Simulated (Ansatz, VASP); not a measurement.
One calculation of Ga2O3, two programs

```
Ga O
1.0
     6.02446   -1.49803    0.00000
     6.02446    1.49803    0.00000
    -1.36726    0.00000    5.55392
Ga O
4 6
Direct
  0.09237 0.09237 0.79670
  0.90763 0.90763 0.20330
  0.65988 0.65988 0.31258
  0.34012 0.34012 0.68742
  0.17366 0.17366 0.10881
  0.82634 0.82634 0.89119
  0.17092 0.17092 0.55697
  0.82908 0.82908 0.44303
  0.49695 0.49695 0.25070
  0.50305 0.50305 0.74930
```

Change from the starting cell: volume scaled by 0.96, ions relaxed.

Alike in both runs: functional PBE; k mesh 10 × 10 × 6; occupations fermi-dirac, width 0.02 eV; no spin polarisation.

Ansatz relaxed the structure, and its values are those at the end. VASP's run is a single point on that final structure, the one shown.

|  | VASP | Ansatz |
| --- | --- | --- |
| version | VASP 6.6.1 | Ansatz 0.2.0 |
| potentials or method | VASP PAW PBE potentials, release 64 (Ga_d, O) | plane-wave PAW, scalar-relativistic |
| plane-wave cutoff (eV) | 520 | 420 |
| valence electrons in the cell | 88 | 88 |

|  | VASP | Ansatz | Ansatz less VASP |
| --- | --- | --- | --- |
| gap on the k mesh at the Fermi level (eV) | 2.68 | 2.70 | +0.015 |
| pressure (GPa) | 17.4 | 16.8 | -0.61 |
| rms of the force components (eV/Å) | 0.014 | 0.005 | -0.0082 |

Ansatz's warnings: stress scf threshold loose.
